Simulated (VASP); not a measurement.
**Sr: single point with PBEsol**

Crystal: Sr.

```
Sr
1.0
    -2.43500    2.43500    2.43500
     2.43500   -2.43500    2.43500
     2.43500    2.43500   -2.43500
Sr
1
Direct
  0.00000 0.00000 0.00000
```

This isn't the form of Sr at room conditions, which is fcc.

```
Program                : VASP 6.6.1
Task                   : single point
Functional             : PBEsol
Potentials or basis    : VASP PAW PBE potentials, release 64 (Sr_sv)
Cutoff                 : 500 eV
k mesh                 : 10 × 10 × 10
Occupations            : gaussian, width 0.05 eV
Spin                   : no spin polarisation
Dipole correction      : no
Further INCAR settings : ALGO = Normal; EDIFF = 1e-06; NBANDS = 11
```

```
Pressure               : -1.3 GPa
Band gap on the k mesh : zero (bands 5 and 6 overlap by 0.29 eV)
```

Levels at points of the mesh, in eV from the Fermi level:
```tsv
k point	band 1	band 2	band 3	band 4	band 5	band 6	band 7	band 8	band 9	band 10
(0.00, 0.00, 0.00)	-36.68	-18.59	-18.59	-18.59	-3.63	2.25	2.25	2.25	3.53	3.53
(0.50, 0.00, 0.00)	-36.67	-18.76	-18.65	-18.59	-1.03	0.12	1.16	3.32	3.99	5.14
(0.50, 0.50, 0.50)	-36.66	-18.71	-18.71	-18.71	-0.12	-0.12	3.37	3.37	3.37	4.76
```

Run time: 22 s on 1 thread of AMD EPYC 7R43 64-Core Processor (Zen 3), on a shared host, peak memory 0.15 GiB.

Caveat: the PAW data sets were made with another functional, which shifts forces and pressure a little.
